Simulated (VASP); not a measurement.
Runs of VASP 6.6.1 on TePb. The structure is that of space group P6_3/mmc (No. 194), or close to it. The cells are those of the table. 

```csv
task,level,potentials or basis,cell,cutoff (eV),smearing,gap on the mesh (eV),pressure (GPa)
single point,LDA,"VASP PAW LDA potentials, release 64 (Pb_d, Te)","a = 5.498, b = 5.498, c = 6.575 Å, angles 90.0, 90.0, 120.0°, 4 atoms",520,gaussian 0.01 eV,1.03,(a)
single point,PBEsol,"VASP PAW PBE potentials, release 64 (Pb_d, Te)","a = 5.434, b = 5.434, c = 6.494 Å, angles 90.0, 90.0, 120.0°, 4 atoms",520,fermi-dirac 0.02 eV,1.03,-0.1
single point,PBE,"VASP PAW PBE potentials, release 64 (Pb_d, Te)","a = 5.530, b = 5.530, c = 6.621 Å, angles 90.0, 90.0, 120.0°, 4 atoms",520,fermi-dirac 0.02 eV,1.14,0.0
single point,r2SCAN,"VASP PAW PBE potentials, release 64 (Pb_d, Te)","a = 5.498, b = 5.498, c = 6.575 Å, angles 90.0, 90.0, 120.0°, 4 atoms",520,fermi-dirac 0.02 eV,1.38,0.0
relaxation of cell and atoms,PBEsol,"VASP PAW PBE potentials, release 64 (Pb_d, Te)","relaxed from a = 5.530, b = 5.530, c = 6.621 Å, angles 90.0, 90.0, 120.0°, 4 atoms",600,fermi-dirac 0.02 eV,1.03,0.0
```

Alike in all rows: no spin polarisation; k mesh 6 × 6 × 4.

Task: Estimate the missing entries.

Result: (a) -2.1.

Caveats: spin-orbit coupling is left out, which moves the levels of the heavy elements; the PAW data sets were made with another functional, which shifts forces and pressure a little (at least some runs).

A k mesh can miss the band edges, and the runs leave out spin-orbit coupling on Pb, Te.
